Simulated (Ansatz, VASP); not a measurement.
**SiO2: VASP beside Ansatz**

File INCAR:

```
ALGO = Normal
EDIFF = 1E-7
ENCUT = 520
GGA = PS
ISIF = 2
ISMEAR = 0
LASPH = T
LCHARG = F
LREAL = F
LWAVE = F
NBANDS = 25
NELM = 60
PREC = Accurate
SIGMA = 0.01
```

KPOINTS

```
k-points
0
Gamma
  8 8 8
```

The input POSCAR:

```
SiO2
1.0
    5.0288930000      0.0000000000      0.0000000000
    0.5459076097      4.9991749006      0.0000000000
   -2.7874003999     -2.4995875355      3.3574135832
Si O
2 4
Direct
    0.0000000000      0.0000000000      0.0000000000
    0.7500000000      0.2500000000      0.5000000000
    0.9983800000      0.6250000000      0.8733800000
    0.3750000000      0.2483800000      0.3733800000
    0.7516200000      0.1250000000      0.1266200000
    0.8750000000      0.0016200000      0.6266200000
```

Input for Ansatz:

```yaml
crystal:
  lattice:
    - [5.028893, 0.0, 0.0]
    - [0.5459076097447803, 4.999174900628277, 0.0]
    - [-2.787400399896906, -2.4995875355269037, 3.357413583153274]
  atoms:
    - { symbol: Si, position: [0.0, 0.0, 0.0] }
    - { symbol: Si, position: [0.75, 0.25, 0.5] }
    - { symbol: O, position: [0.99838, 0.625, 0.87338] }
    - { symbol: O, position: [0.37499999999999994, 0.24838, 0.37338] }
    - { symbol: O, position: [0.7516200000000001, 0.12499999999999999, 0.12662] }
    - { symbol: O, position: [0.875, 0.001619999999999979, 0.62662] }
kpoints:
  mp_grid:
    grid: [8, 8, 8]
hamiltonian:
  xc: pbesol
scf:
  occupations:
    method: fixed
output:
  stress: true
```

Alike in both runs: task single point; functional PBEsol; k mesh 8 × 8 × 8; no spin polarisation.

```csv
,VASP,Ansatz
version,VASP 6.6.1,Ansatz 0.2.0
potentials or method,"VASP PAW PBE potentials, release 64 (Si, O)","plane waves, PAW"
plane-wave cutoff (eV),520,420
occupations,"gaussian, width 0.01 eV",fixed
valence electrons in the cell,32,32
```

Ansatz gave:

| Quantity | Value |
| --- | --- |
| pressure (GPa) | 1.1 |
| traceless stress, the component that is largest in VASP (GPa) | -1.01 |

Task: Which values does VASP return?

Result: Pressure (GPa): 1.6; traceless stress, the component that is largest in VASP (GPa): -0.96.

VASP's potentials were made for PBE, not for PBEsol.
